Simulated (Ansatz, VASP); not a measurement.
## Two plane-wave programs on MnO

```
CELL_PARAMETERS angstrom
2.67239 0.00000 2.67239
0.00000 2.67239 2.67239
0.00000 0.00000 5.34478
ATOMIC_POSITIONS crystal
Mn 0.00000 0.00000 0.00000
Mn 0.00000 0.00000 0.50000
O 0.50000 0.50000 0.75000
O 0.50000 0.50000 0.25000
```

Alike in both runs: task single point; functional LDA; k mesh 7 × 7 × 7; occupations gaussian, width 0.05 eV; collinear spin; Hubbard terms Mn d U = 6.0 eV.

|  | VASP | Ansatz |
| --- | --- | --- |
| version | VASP 6.6.1 | Ansatz 0.2.0 |
| potentials or method | VASP PAW LDA potentials, release 64 (Mn_pv, O), cutoff 600 eV | scalar-relativistic, plane waves, PAW |
| valence electrons in the cell | 38 | 42 |

Ansatz gave:

| Item | Value |
| --- | --- |
| gap on the k mesh at the Fermi level (eV) | 0.79 |
| least direct gap on the mesh (eV) | 1.03 |
| pressure (GPa) | 15.0 |
| net moment per atom (μB) | 2.50 |
| size of the moment on the site where the two differ most (μB) | 4.35 |

Question: Which values does VASP return?

Answer: gap on the k mesh at the Fermi level (eV): 1.00; least direct gap on the mesh (eV): 1.31; pressure (GPa): 10.0; net moment per atom (μB): 2.50; size of the moment on the site where the two differ most (μB): 4.64.

LDA's correlation is that of Perdew and Zunger in VASP and of Perdew and Wang (1992) in Ansatz. Site moments also hang on the region over which each program counts them. The programs project onto different local orbitals, so the same U acts differently, and such runs can settle in different states. VASP's potentials hold 38 valence electrons a cell and Ansatz's 42, so a difference there can come from the potentials and not from the codes.
